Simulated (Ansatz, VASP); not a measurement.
# FeO in VASP and in Ansatz

```
Fe O
1.0
     1.51882    0.87689    2.51958
    -1.51882    0.87689    2.51958
     0.00000   -1.75378    2.51958
Fe O
1 1
Cartesian
  0.0000 0.0000 0.0000
  0.0000 0.0000 3.7794
```

Alike in both runs: task single point; functional PBEsol; k mesh 11 × 11 × 11; occupations fermi-dirac, width 0.05 eV; collinear spin.

```csv
,VASP,Ansatz
version,VASP 6.6.1,Ansatz 0.2.0
potentials or method,"VASP PAW PBE potentials, release 64 (Fe_sv, O)",Ansatz PAW
plane-wave cutoff (eV),600,420
valence electrons in the cell,22,22
```

|  | VASP | Ansatz | Ansatz less VASP |
| --- | --- | --- | --- |
| gap on the k mesh at the Fermi level (eV) | none | none | - |
| pressure (GPa) | -11.7 | -9.4 | +2.22 |
| traceless stress, the component that is largest in VASP (GPa) | -0.67 | -0.65 | +0.023 |
| net moment per atom (μB) | 2.00 | 2.00 | 0.000 |
| size of the moment on the site where the two differ most (μB) | 0.30 | 0.32 | +0.026 |

VASP's potentials were made for PBE, not for PBEsol. Site moments also hang on the region over which each program counts them. A gap of «none» marks a metal or a gap that the smearing closes.
